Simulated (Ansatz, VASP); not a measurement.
## Two plane-wave programs on KCl

File POSCAR:

```
KCl
1.0
    0.0000000000      3.1448753854      3.1448753854
    3.1448753854      0.0000000000      3.1448753854
    3.1448753854      3.1448753854      0.0000000000
K Cl
1 1
Direct
    0.0000000000      0.0000000000      0.0000000000
    0.5000000000      0.5000000000      0.5000000000
```

File INCAR.step1:

```
SYSTEM = KCl
PREC = Accurate
ENCUT = 520
EDIFF = 1E-5
ISMEAR = 0
SIGMA = 0.01
LREAL = .FALSE.
LASPH = .TRUE.
NELM = 60
ALGO = Normal
ISIF = 2
LWAVE = .TRUE.
NBANDS = 15
GGA = PE
```

INCAR.step2

```
SYSTEM = KCl
PREC = Accurate
ENCUT = 520
EDIFF = 1E-7
ISMEAR = 0
SIGMA = 0.01
LREAL = .FALSE.
LASPH = .TRUE.
NELM = 60
ALGO = Normal
ISIF = 2
LWAVE = .FALSE.
LCHARG = .TRUE.
METAGGA = R2SCAN
LHFCALC = .TRUE.
AEXX = 0.1
LMIXTAU = .TRUE.
PRECFOCK = Normal
LELF = .TRUE.
LVHAR = .TRUE.
NBANDS = 15
ISTART = 1
```

KPOINTS

```
regular mesh
0
G
  6 6 6
  0 0 0
```

Input for Ansatz:

```yaml
crystal:
  lattice:
    - [0.0, 3.1448753854, 3.1448753854]
    - [3.1448753854, 0.0, 3.1448753854]
    - [3.1448753854, 3.1448753854, 0.0]
  atoms:
    - { symbol: K, position: [0.0, 0.0, 0.0] }
    - { symbol: Cl, position: [0.5, 0.5, 0.5] }
kpoints:
  mp_grid: { grid: [6, 6, 6] }
  band_path:
    path:
      - [0.0, 0.0, 0.0]
      - [0.5, 0.0, 0.5]
      - [0.625, 0.25, 0.625]
      - [0.375, 0.375, 0.75]
      - [0.5, 0.5, 0.5]
      - [0.5, 0.25, 0.75]
    npoints: 1
hamiltonian:
  xc: r2scanh
scf:
  occupations: { method: fixed }
  n_extra_bands: 4
output:
  forces: true
  stress: true
  eigenvalues: true
  write_density: true
  write_potential: true
  elf: true
  volumetric_format: npy
```

Alike in both runs: task single point; functional r2SCANh; k mesh 6 × 6 × 6; no spin polarisation.

```csv
,VASP,Ansatz
version,VASP 6.6.1,Ansatz 0.2.0
potentials or method,"VASP PAW PBE potentials, release 64 (K_sv, Cl)","plane waves, PAW"
plane-wave cutoff (eV),520,500
occupations,"gaussian, width 0.01 eV",fixed
valence electrons in the cell,16,16
```

```csv
,VASP,Ansatz,Ansatz less VASP
gap on the k mesh at the Fermi level (eV),6.53,6.52,-0.004
pressure (GPa),0.0,0.0,+0.02
```

VASP's potentials were made for PBE, not for r2SCANh. Ansatz's warnings: stress exchange threshold loose, stress scf threshold loose.
